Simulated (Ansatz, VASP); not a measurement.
# CuSe: VASP beside Ansatz

INCAR

```
SYSTEM = CuSe
  ALGO = Normal
  EDIFF = 1E-6
  ENCUT = 600
  GGA = CA
  GGA_COMPAT = .FALSE.
  ISIF = 2
  ISMEAR = -1
  LASPH = .TRUE.
  LCHARG = .FALSE.
  LREAL = .FALSE.
  LWAVE = .FALSE.
  NBANDS = 25
  NELM = 120
  PREC = Accurate
  SIGMA = 0.05
```

The input KPOINTS:

```
k-points
0
G
  4 4 3
  0 0 0
```

File POSCAR:

```
CuSe
1.0
    3.7745800000      0.0000000000      0.0000000000
    0.0000000000      3.7745800000      0.0000000000
    0.0000000000      0.0000000000      5.4383430000
Cu Se
2 2
Direct
    0.0000000000      0.0000000000      0.0000000000
    0.5000000000      0.5000000000      0.0000000000
    0.5000000000      0.0000000000      0.7229960000
    0.0000000000      0.5000000000      0.2770040000
```

Input for Ansatz:

```yaml
crystal:
  lattice:
    - [3.77458, 0.0, 0.0]
    - [0.0, 3.77458, 0.0]
    - [0.0, 0.0, 5.438343]
  atoms:
    - { symbol: Cu, position: [0.0, 0.0, 0.0] }
    - { symbol: Cu, position: [0.5, 0.5, 0.0] }
    - { symbol: Se, position: [0.5, 0.0, 0.722996] }
    - { symbol: Se, position: [0.0, 0.5, 0.277004] }
kpoints:
  mp_grid:
    grid: [4, 4, 3]
hamiltonian:
  xc: lda
  pseudopotentials:
    kind: paw
scf:
  self_checks: low
  convergence:
    dr2_threshold: 1.0e-06
  occupations:
    method: fermi_dirac
    width: 0.05
output:
  forces: true
  stress: true
  eigenvalues: true
```

Alike in both runs: task single point; functional LDA; k mesh 4 × 4 × 3; occupations fermi-dirac, width 0.05 eV; no spin polarisation.

|  | VASP | Ansatz |
| --- | --- | --- |
| version | VASP 6.6.1 | Ansatz 0.2.0 |
| potentials or method | VASP PAW LDA potentials, release 64 (Cu, Se) | plane waves, PAW |
| plane-wave cutoff (eV) | 600 | 420 |
| valence electrons in the cell | 34 | 70 |

```csv
,VASP,Ansatz,Ansatz less VASP
gap on the k mesh at the Fermi level (eV),none,none,-
pressure (GPa),-4.8,-5.1,-0.33
"traceless stress, the component that is largest in VASP (GPa)",1.87,1.86,-0.003
rms of the force components (eV/Å),0.129,0.154,+0.0245
```

LDA's correlation is that of Perdew and Zunger in VASP and of Perdew and Wang (1992) in Ansatz. Atom by atom the forces differ by 0.025 eV/Å (rms over components). A gap of «none» marks a metal or a gap that the smearing closes. VASP's potentials hold 34 valence electrons a cell and Ansatz's 70, so a difference there can come from the potentials and not from the codes. Ansatz's warnings: force scf threshold loose, stress scf threshold loose.

The k mesh is coarse, so the values compare programs but aren't converged.
